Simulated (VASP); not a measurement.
# Sr (Immm) in VASP: single point with PBEsol

Aim: the single point of Sr with PBEsol.

Program: VASP 6.6.1. These are calculated values, not measurements. Logs are shortened: lines on timing, memory, paths and dates and some standing lists are left out, and cuts for length are marked.

### 1 The cell of the first run

It takes space group Immm (No. 71, orthorhombic). Conventional cell: a = 4.240 Å, b = 4.309 Å, c = 5.731 Å, α = 90.00°, β = 90.00°, γ = 90.00°. Within 5.5 Å of Sr (site symmetry mmm) lie 12 Sr at 4.16 to 4.31 Å.

### 2 Single point, PBEsol (uniaxial strain along a: +3.0 %, then relaxed in part)

INCAR

```
ALGO = Fast
EDIFF = 1E-6
ENCUT = 520
GGA = PS
ISIF = 2
ISMEAR = 0
LASPH = T
LCHARG = F
LREAL = F
LWAVE = F
NBANDS = 17
NELM = 80
PREC = Accurate
SIGMA = 0.1
```

KPOINTS

```
k-points
0
Gamma
  12 12 10
```

POSCAR

```
Sr
1.0
    3.0466569797      3.0466569797      0.0000000000
   -2.9978724008      2.9978724008      0.0000000000
    0.0000000000      0.0000000000      5.7310618238
Sr
2
Direct
    0.0000000000      0.0000000000      0.0000000000
    0.5000000000      0.5000000000      0.5000000000
```

Potentials or basis: VASP PAW PBE potentials, release 64 (Sr_sv).

Launch:

```sh
$ cat potpaw_PBE.64/Sr_sv/POTCAR > POTCAR
$ mpirun -np 1 vasp_std > vasp.out
```

OUTCAR:

```text
EDIFF = 1E-6
   ENCUT = 520
   GGA = PS
   ISIF = 2
   ISMEAR = 0
   LASPH = T
   LREAL = F
   NELM = 80
   PREC = Accurate

 ion  position               nearest neighbor table
   1  0.000  0.000  0.000-   2 4.16   2 4.16   2 4.16   2 4.16   2 4.16   2 4.16   2 4.16   2 4.16

   2  0.500  0.500  0.500-   1 4.16   1 4.16   1 4.16   1 4.16   1 4.16   1 4.16   1 4.16   1 4.16

  LATTYP: Found a simple orthorhombic cell.
 ALAT       =     4.2396318075
 B/A-ratio  =     1.0162730672
 C/A-ratio  =     1.3517829104

  Lattice vectors:

 A1 = (   2.9978724008,  -2.9978724008,   0.0000000000)
 A2 = (   3.0466569797,   3.0466569797,   0.0000000000)
 A3 = (   0.0000000000,   0.0000000000,   5.7310618238)

Analysis of symmetry for initial positions (statically):
=====================================================================
 Subroutine PRICEL returns following result:

  LATTYP: Found a body centered orthorhombic cell.
 ALAT       =     4.2396318075
 B/A-ratio  =     1.0162730672
 C/A-ratio  =     1.3517829104

  Lattice vectors:

 A1 = (  -3.0222646902,  -0.0243922895,  -2.8655309119)
 A2 = (   3.0222646902,   0.0243922895,  -2.8655309119)
 A3 = (  -0.0243922894,  -3.0222646903,   2.8655309119)

   2 primitive cells build up your supercell.

 Routine SETGRP: Setting up the symmetry group for a
 simple orthorhombic supercell.

 Subroutine GETGRP returns: Found  8 space group operations
 (whereof  8 operations were pure point group operations)
 out of a pool of  8 trial point group operations.

The static configuration has the point symmetry D_2h.

Analysis of symmetry for dynamics (positions and initial velocities):
=====================================================================
 Subroutine PRICEL returns following result:

  LATTYP: Found a body centered orthorhombic cell.
 ALAT       =     4.2396318075
 B/A-ratio  =     1.0162730672
 C/A-ratio  =     1.3517829104

  Lattice vectors:

 A1 = (  -3.0222646902,  -0.0243922895,  -2.8655309119)
 A2 = (   3.0222646902,   0.0243922895,  -2.8655309119)
 A3 = (  -0.0243922894,  -3.0222646903,   2.8655309119)

   2 primitive cells build up your supercell.

 Routine SETGRP: Setting up the symmetry group for a
 simple orthorhombic supercell.

 Subroutine GETGRP returns: Found  8 space group operations
 (whereof  8 operations were pure point group operations)
 out of a pool of  8 trial point group operations.

The dynamic configuration has the point symmetry D_2h.

 Subroutine INISYM returns: Found  8 space group operations
 (whereof  8 operations are pure point group operations),
 and found     2 'primitive' translations

----------------------------------------------------------------------------------------

                                     Primitive cell

  volume of cell :      52.3446

  direct lattice vectors                    reciprocal lattice vectors
    -3.022264690 -0.024392289 -2.865530912    -0.164114307 -0.164114307 -0.174487736
     3.022264690  0.024392289 -2.865530912     0.166784951 -0.166784951 -0.174487736
    -0.024392289 -3.022264690  2.865530912     0.002670643 -0.330899258  0.000000000

  length of vectors
     4.164846486  4.164846486  4.164846486     0.290366978  0.293394631  0.330910035

  position of ions in fractional coordinates (direct lattice)
     0.000000000  0.000000000  0.000000000

  ion indices of the primitive-cell ions
   primitive index   ion index
                 1           1

----------------------------------------------------------------------------------------

 KPOINTS: k-points

Automatic generation of k-mesh.
 Grid dimensions read from file:
 generate k-points for:   12   12   10

 Generating k-lattice:

  Cartesian coordinates                     Fractional coordinates (reciprocal lattice)
     0.013676192  0.013676192  0.000000000     0.083333333  0.000000000  0.000000000
    -0.013898746  0.013898746  0.000000000     0.000000000  0.083333333  0.000000000
     0.000000000  0.000000000  0.017448774     0.000000000  0.000000000  0.100000000

  Length of vectors
     0.019341057  0.019655795  0.017448774

  Shift w.r.t. Gamma in fractional coordinates (k-lattice)
     0.000000000  0.000000000  0.000000000

 Subroutine IBZKPT returns following result:
 ===========================================

 Found    294 irreducible k-points:

 Following reciprocal coordinates:
            Coordinates               Weight
  0.000000  0.000000  0.000000      1.000000
  0.083333  0.000000  0.000000      2.000000
  0.166667  0.000000  0.000000      2.000000
  0.250000  0.000000  0.000000      2.000000
  0.333333  0.000000  0.000000      2.000000
  0.416667  0.000000  0.000000      2.000000
[... 16 lines left out ...]
  0.083333  0.250000  0.000000      4.000000
  0.166667  0.250000  0.000000      4.000000
 [... further k-points ...]
   k-points           NKPTS =    294   k-points in BZ     NKDIM =    294   number of bands    NBANDS=     17
   number of dos      NEDOS =    301   number of ions     NIONS =      2
   total plane-waves  NPLWV =  49152
   dimension x,y,z NGX =    32 NGY =   32 NGZ =   48
   dimension x,y,z NGXF=    64 NGYF=   64 NGZF=   96
   ions per type =               2
   NGX,Y,Z   is equivalent  to a cutoff of  12.35, 12.55, 13.92 a.u.
   NGXF,Y,Z  is equivalent  to a cutoff of  24.69, 25.10, 27.85 a.u.
 SYSTEM =  unknown system
   PREC   = accura    normal or accurate (medium, high low for compatibility)
   ISTART =      0    job   : 0-new  1-cont  2-samecut
   ICHARG =      2    charge: 1-file 2-atom 10-const
   ISPIN  =      1    spin polarized calculation?
   LNONCOLLINEAR =      F non collinear calculations
   LSORBIT =      F    spin-orbit coupling
   LASPH  =      T    aspherical Exc in radial PAW
   ENCUT  =  520.0 eV  38.22 Ry    6.18 a.u.   8.01  7.88 10.66*2*pi/ulx,y,z
   NELM   =     80;   NELMIN=  2; NELMDL= -5     # of ELM steps
   EDIFF  = 0.1E-05   stopping-criterion for ELM
   LREAL  =      F    real-space projection
   EDIFFG = 0.1E-04   stopping-criterion for IOM
   NSW    =      0    number of steps for IOM
   IBRION =     -1    ionic relax: 0-MD 1-quasi-New 2-CG
   NFREE  =      0    steps in history (QN), initial steepest desc. (CG)
   ISIF   =      2    stress and relaxation
   ISYM   =      2    0-nonsym 1-usesym 2-fastsym
   POTIM  = 0.5000    time-step for ionic-motion
   TEBEG  =    0.0;   TEEND  =   0.0 temperature during run
   PSTRESS=    0.0 pullay stress
   NELECT =      20.0000    total number of electrons
   NUPDOWN=      -1.0000    fix difference up-down
   EMIN   =  10.00;   EMAX   =-10.00  energy-range for DOS
   EFERMI =   0.00;   METHOD = LEGACY
   ISMEAR =     0;   SIGMA  =   0.10  broadening in eV -4-tet -1-fermi 0-gaus
   EFERMI_NEDOS =   21; number of points for ismear=-14 and -15
   IALGO  =     68    algorithm
   IMIX   =      4    mixing-type and parameters
     AMIX     =   0.40;   BMIX     =  1.00
     AMIX_MAG =   1.60;   BMIX_MAG =  1.00
  volume/ion in A,a.u.               =      52.34       353.24
  Fermi-wavevector in a.u.,A,eV,Ry     =   0.942868  1.781762 12.095580  0.889000
  Thomas-Fermi vector in A             =   2.070520
   LORBIT       =      0    0 simple, 1 ext, 2 COOP (PROOUT), +10 PAW based schemes
   GGA     = PS    functional components
   LHFCALC =     F    Hartree Fock is set to
   AEXX    =    0.0000 exact exchange contribution
   IVDW    =     0    specifies the selected vdW correction
   LEPSILON=     F    determine dielectric tensor
   LRPA    =     F    only Hartree local field effects (RPA)
 non-spin polarized calculation
 RMM-DIIS sequential band-by-band and
 Gauss-broadening in eV      SIGMA  =   0.10
  energy-cutoff  :      520.00
  volume of cell :      104.69
 maximum number of plane-waves:      2850
   NGX = 17   NGY = 15   NGZ = 21

 number of electron      20.0000000 magnetization

 Free energy of the ion-electron system (eV)
  ---------------------------------------------------
  ext. energy  EPLUGINS =         0.00000000
  ---------------------------------------------------
  free energy    TOTEN  =        -3.68310850 eV

  energy without entropy =       -3.67191097  energy(sigma->0) =       -3.67750973

 E-fermi :   1.6817     XC(G=0):  -7.5860

 val. band max:        1.6811456222   @ k =   0.2500   0.2500   0.0000
 cond. band min:       1.6855889259   @ k =   0.2500   0.2500   0.1000
 fundamental gap:      0.0044433037
 Fermi energy:         1.6817463163

 k-point     1 :       0.0000    0.0000    0.0000
  band No.  band energies     occupation
      1     -34.7784      2.00000
      2     -34.7520      2.00000
      3     -16.8903      2.00000
      4     -16.7747      2.00000
      5     -16.7694      2.00000
      6     -16.6720      2.00000
[... 9 lines left out ...]
     16       5.3651      0.00000
     17       5.8101      0.00000

 k-point     2 :       0.0833    0.0000    0.0000
  band No.  band energies     occupation
      1     -34.7776      2.00000
      2     -34.7521      2.00000
      3     -16.8859      2.00000
      4     -16.7796      2.00000
      5     -16.7673      2.00000
      6     -16.6806      2.00000
[... 9 lines left out ...]
     16       5.2866      0.00000
     17       5.7879      0.00000

 k-point     3 :       0.1667    0.0000    0.0000
  band No.  band energies     occupation
      1     -34.7756      2.00000
      2     -34.7527      2.00000
      3     -16.8731      2.00000
      4     -16.7926      2.00000
      5     -16.7610      2.00000
      6     -16.7043      2.00000
[... 9 lines left out ...]
     16       5.0910      0.00000
     17       5.6476      0.00000

 k-point     4 :       0.2500    0.0000    0.0000
  band No.  band energies     occupation
      1     -34.7724      2.00000
      2     -34.7537      2.00000
      3     -16.8532      2.00000
      4     -16.8091      2.00000
      5     -16.7512      2.00000
      6     -16.7375      2.00000
[... 9 lines left out ...]
     16       4.8590      0.00000
     17       5.3157      0.00000

 k-point     5 :       0.3333    0.0000    0.0000
  band No.  band energies     occupation
      1     -34.7686      2.00000
      2     -34.7554      2.00000
      3     -16.8277      2.00000
      4     -16.8231      2.00000
      5     -16.7729      2.00000
      6     -16.7391      2.00000
[... 9 lines left out ...]
     16       4.6602      0.00000
     17       4.8398      0.00000

 k-point     6 :       0.4167    0.0000    0.0000
  band No.  band energies     occupation
      1     -34.7647      2.00000
      2     -34.7578      2.00000
      3     -16.8289      2.00000
      4     -16.8030      2.00000
      5     -16.7990      2.00000
      6     -16.7407      2.00000
[... 9 lines left out ...]
     16       4.6195      0.00000
     17       4.9625      0.00000

 k-point     7 :       0.5000    0.0000    0.0000
  band No.  band energies     occupation
      1     -34.7610      2.00000
      2     -34.7610      2.00000
      3     -16.8225      2.00000
      4     -16.8225      2.00000
      5     -16.7693      2.00000
      6     -16.7693      2.00000
[... 9 lines left out ...]
     16       4.5215      0.00000
     17       5.3232      0.00000

 k-point     8 :       0.0000    0.0833    0.0000
  band No.  band energies     occupation
      1     -34.7776      2.00000
      2     -34.7521      2.00000
      3     -16.8858      2.00000
      4     -16.7756      2.00000
      5     -16.7723      2.00000
      6     -16.6814      2.00000
[... 9 lines left out ...]
     16       5.2728      0.00000
     17       5.7881      0.00000
[... 203 lines left out ...]
      1     -34.7665      2.00000
      2     -34.7550      2.00000
      3     -16.8326      2.00000
      4     -16.8173      2.00000
      5     -16.7909      2.00000
      6     -16.7481      2.00000
[... 9 lines left out ...]
     16       4.8218      0.00000
     17       4.8760      0.00000

 k-point    20 :       0.4167    0.1667    0.0000
  band No.  band energies     occupation
      1     -34.7629      2.00000
      2     -34.7570      2.00000
      3     -16.8397      2.00000
      4     -16.8182      2.00000
      5     -16.7921      2.00000
      6     -16.7416      2.00000
[... 9 lines left out ...]
     16       4.8270      0.00000
     17       5.2251      0.00000

 k-point    21 :       0.5000    0.1667    0.0000
  band No.  band energies     occupation
      1     -34.7597      2.00000
      2     -34.7597      2.00000
      3     -16.8353      2.00000
      4     -16.8353      2.00000
      5     -16.7662      2.00000
      6     -16.7662      2.00000
[... 9 lines left out ...]
     16       4.7477      0.00000
     17       5.6152      0.00000

 k-point    22 :       0.0000    0.2500    0.0000
  band No.  band energies     occupation
      1     -34.7719      2.00000
      2     -34.7532      2.00000
      3     -16.8522      2.00000
      4     -16.8131      2.00000
      5     -16.7549      2.00000
      6     -16.7452      2.00000
[... 9 lines left out ...]
     16       4.7785      0.00000
     17       5.0269      0.00000

 k-point    23 :       0.0833    0.2500    0.0000
  band No.  band energies     occupation
      1     -34.7713      2.00000
      2     -34.7532      2.00000
      3     -16.8489      2.00000
      4     -16.8148      2.00000
      5     -16.7566      2.00000
      6     -16.7495      2.00000
[... 9 lines left out ...]
     16       4.6286      0.00000
     17       4.6944      0.00000

 k-point    24 :       0.1667    0.2500    0.0000
  band No.  band energies     occupation
      1     -34.7696      2.00000
      2     -34.7534      2.00000
      3     -16.8392      2.00000
      4     -16.8213      2.00000
      5     -16.7635      2.00000
      6     -16.7589      2.00000
[... 9 lines left out ...]
     16       4.5448      0.00000
     17       4.7014      0.00000

 [... further k-points ...]

------------------------ aborting loop because EDIFF is reached ----------------------------------------

  FORCE on cell =-STRESS in cart. coord.  units (eV):
  Direction    XX          YY          ZZ          XY          YZ          ZX
  --------------------------------------------------------------------------------------
  -------------------------------------------------------------------------------------
  Total       -0.1051483     -0.1051483      0.0016398     -0.1135210      0.0000000      0.0000000
  in kB       -1.6092043     -1.6092043      0.0250960     -1.7373403      0.0000000      0.0000000
  external PRESSURE =      -1.0644375 kB  Pullay stress =       0.0000000 kB

 VOLUME and BASIS-vectors are now :
 -----------------------------------------------------------------------------
  energy-cutoff  :      520.00
  volume of cell :      104.69
      direct lattice vectors                 reciprocal lattice vectors
     3.046656980  3.046656980  0.000000000     0.164114307  0.164114307  0.000000000
    -2.997872401  2.997872401  0.000000000    -0.166784951  0.166784951  0.000000000
     0.000000000  0.000000000  5.731061824     0.000000000  0.000000000  0.174487736

 POSITION                                       TOTAL-FORCE (eV/Angst)
 -----------------------------------------------------------------------------------
      0.00000      0.00000      0.00000        -0.000000      0.000000     -0.000000
      0.02439      3.02226      2.86553         0.000000     -0.000000      0.000000
 -----------------------------------------------------------------------------------
    total drift:                               -0.000000      0.000000     -0.000000

  FREE ENERGIE OF THE ION-ELECTRON SYSTEM (eV)
  ---------------------------------------------------
  free  energy   TOTEN  =        -3.6831084956 eV

  energy  without entropy=       -3.6719109702  energy(sigma->0) =       -3.67750973
```

Run time: 6.4 min. Hardware: 1 thread of Intel Xeon 8259CL, shared host; peak memory 0.55 GiB.

Results:

```
Free energy            : -3.6831 eV
Pressure               : -0.1 GPa
Band gap on the k mesh : zero (bands 10 and 11 overlap by 0.09 eV)
```

Levels at points of the mesh, in eV from the Fermi level:
```tsv
k point	band 7	band 8	band 9	band 10	band 11	band 12	band 13	band 14
(0.00, 0.00, 0.00)	-18.35	-18.35	-3.75	-0.63	0.19	1.48	2.22	2.35
(0.50, 0.00, 0.00)	-18.39	-18.39	-1.48	-1.48	1.01	1.01	1.20	1.20
(0.00, 0.50, 0.00)	-18.40	-18.40	-1.41	-1.41	1.00	1.00	1.26	1.26
(0.50, 0.50, 0.00)	-18.42	-18.42	-0.76	-0.76	0.33	0.33	1.00	1.00
(0.00, 0.00, 0.50)	-18.40	-18.40	-2.36	-2.36	1.08	1.08	2.37	2.37
(0.50, 0.00, 0.50)	-18.37	-18.37	-1.20	-1.20	0.10	0.10	2.08	2.08
(0.00, 0.50, 0.50)	-18.38	-18.38	-1.16	-1.16	0.16	0.16	1.95	1.95
(0.50, 0.50, 0.50)	-18.44	-18.44	0.07	0.07	0.56	0.56	0.60	0.60
```

Caveat: the cell differs from its parent crystal (uniaxial strain along a: +3.0 %, then relaxed in part); the PAW data sets were made with another functional, which shifts forces and pressure a little.
